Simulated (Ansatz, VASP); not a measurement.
Two plane-wave programs on BeI5

```
Be I
1.0
     0.00000    4.81891    4.81891
     4.81891    0.00000    4.81891
     4.81891    4.81891    0.00000
Be I
1 5
Direct
  0.00000 0.00000 0.00000
  0.75000 0.75000 0.75000
  0.37541 0.37541 0.87377
  0.37541 0.87377 0.37541
  0.37541 0.37541 0.37541
  0.87377 0.37541 0.37541
```

Change from the starting cell: species swapped into the ZrCu5 type (F-43m, No. 216).

Alike in both runs: functional PBE; k mesh 8 × 8 × 8; occupations gaussian, width 0.1 eV; no spin polarisation.

Ansatz relaxed the structure, and its values are those at the end. VASP's run is a single point on that final structure, the one shown.

|  | VASP | Ansatz |
| --- | --- | --- |
| version | VASP 6.6.1 | Ansatz 0.2.0 |
| potentials or method | VASP PAW PBE potentials, release 64 (Be, I), cutoff 520 eV | scalar-relativistic, plane waves, PAW |
| valence electrons in the cell | 37 | 87 |

|  | VASP | Ansatz | Ansatz less VASP |
| --- | --- | --- | --- |
| gap on the k mesh at the Fermi level (eV) | none | none | - |
| pressure (GPa) | 0.0 | 0.0 | +0.02 |
| rms of the force components (eV/Å) | 0.006 | 0.006 | -0.0001 |

A gap of «none» marks a metal or a gap that the smearing closes. With one functional, cell and mesh, what is left measures potentials, basis and numerics. VASP's potentials hold 37 valence electrons a cell and Ansatz's 87, so a difference there can come from the potentials and not from the codes.

Spin-orbit coupling is off throughout.
